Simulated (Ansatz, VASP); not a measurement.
# One calculation of PtSe2, two programs

```
Pt Se
1.0
     3.61228    0.00000    0.00000
    -1.80614    3.12833    0.00000
     0.00000    0.00000    5.21386
Pt Se
1 2
Direct
  0.00000 0.00000 0.00000
  0.33333 0.66667 0.25000
  0.66667 0.33333 0.75000
```

Change from the starting cell: strain -0.030 along x and y, +0.030 along z, atoms carried along.

Alike in both runs: task single point; functional PBE; k mesh 12 × 12 × 10; occupations gaussian, width 0.15 eV; no spin polarisation.

|  | VASP | Ansatz |
| --- | --- | --- |
| version | VASP 6.6.1 | Ansatz 0.2.0 |
| potentials or method | VASP PAW PBE potentials, release 64 (Pt, Se), cutoff 520 eV | scalar-relativistic, plane waves, PAW |
| valence electrons in the cell | 22 | 50 |

```tsv
	VASP	Ansatz	Ansatz less VASP
gap on the k mesh at the Fermi level (eV)	none	none	-
pressure (GPa)	14.4	14.4	-0.03
traceless stress, the component that is largest in VASP (GPa)	-4.64	-4.62	+0.016
rms of the force components (eV/Å)	0.430	0.425	-0.0043
```

Atom by atom the forces differ by 0.004 eV/Å (rms over components). A gap of «none» marks a metal or a gap that the smearing closes. VASP's potentials hold 22 valence electrons a cell and Ansatz's 50, so a difference there can come from the potentials and not from the codes.

Spin-orbit coupling is off throughout.
